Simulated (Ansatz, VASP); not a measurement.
Two plane-wave programs on AlN

```
CELL_PARAMETERS angstrom
3.08245 0.00000 0.00000
-1.54122 2.66948 0.00000
0.00000 0.00000 4.93325
ATOMIC_POSITIONS crystal
Al 0.33333 0.66667 0.99991
Al 0.66667 0.33333 0.49991
N 0.33333 0.66667 0.38209
N 0.66667 0.33333 0.88209
```

Change from the starting cell: strained cell.

Alike in both runs: functional PBEsol; k mesh 9 × 9 × 4; occupations gaussian, width 0.02 eV; no spin polarisation.

Ansatz relaxed the structure, and its values are those at the end. VASP's run is a single point on that final structure, the one shown.

|  | VASP | Ansatz |
| --- | --- | --- |
| version | VASP 6.6.1 | Ansatz 0.2.0 |
| potentials or method | VASP PAW PBE potentials, release 64 (Al, N), cutoff 600 eV | scalar-relativistic, plane waves, PAW |
| valence electrons in the cell | 16 | 16 |

|  | VASP | Ansatz | Ansatz less VASP |
| --- | --- | --- | --- |
| gap on the k mesh at the Fermi level (eV) | 4.38 | 4.36 | -0.017 |
| least direct gap on the mesh (eV) | 4.38 | 4.36 | -0.017 |
| pressure (GPa) | 6.3 | 6.4 | +0.10 |

VASP's potentials were made for PBE, not for PBEsol, and Ansatz warns of the same on its side. The functional is the same, so the differences come from potentials, cutoffs and numerics. Ansatz's warnings: stress scf threshold loose.
